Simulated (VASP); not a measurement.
Write the native input for VASP 6.6.1 that does the following.

| Item | Value |
| --- | --- |
| Task | single point |
| Functional | LDA |
| Potentials or basis | VASP PAW LDA potentials, release 64 (Cd, Te) |
| Cutoff | 500 eV |
| k mesh | 6 × 6 × 4 |
| Occupations | fermi-dirac, width 0.1 eV |
| Spin | no spin polarisation |
| Dipole correction | no |
| Further INCAR settings | ALGO = Normal; EDIFF = 1e-06; NBANDS = 26 |

The structure of CdTe lies in POSCAR:

```
CdTe
1.0
    3.0238630702     -3.0527848325      0.0000000000
    3.0238630702      3.0527848325      0.0000000000
    0.0000000000      0.0000000000      6.0083358012
Cd Te
2 2
Direct
    0.2770300000      0.7229700000      0.7500000000
    0.7229700000      0.2770300000      0.2500000000
    0.7661370000      0.2338630000      0.7500000000
    0.2338630000      0.7661370000      0.2500000000
```

These files were run (other wordings do the same):

INCAR

```
SYSTEM = CdTe
PREC = Accurate ; ENCUT = 500
EDIFF = 1E-6 ; ISMEAR = -1
SIGMA = 0.1 ; LREAL = .FALSE.
LASPH = .TRUE. ; NELM = 120
ALGO = Normal ; ISIF = 2
LWAVE = .FALSE. ; LCHARG = .TRUE.
LELF = .TRUE. ; LVHAR = .TRUE.
NBANDS = 26 ; GGA_COMPAT = .FALSE.
```

KPOINTS

```
Automatic mesh
0
G
  6 6 4
  0 0 0
```

Potentials or basis: VASP PAW LDA potentials, release 64 (Cd, Te).

Launch:

```bash
$ cat potpaw_LDA.64/Cd/POTCAR potpaw_LDA.64/Te/POTCAR > POTCAR
$ mpirun -np 1 vasp_std > vasp.out
```

It gave:

| Item | Value |
| --- | --- |
| Pressure | -2.9 GPa |
| Largest force | 0.058 eV/Å |
| Band gap on the k mesh | zero (band 18 reaches 4.07 eV, above the bottom of band 19 at 2.61 eV) |

Caveat: spin-orbit coupling is left out, which moves the levels of the heavy elements.

It took 62 s on 1 thread of Intel(R) Xeon(R) Platinum 8488C (Sapphire Rapids), with other jobs on the host, peak memory 0.23 GiB.
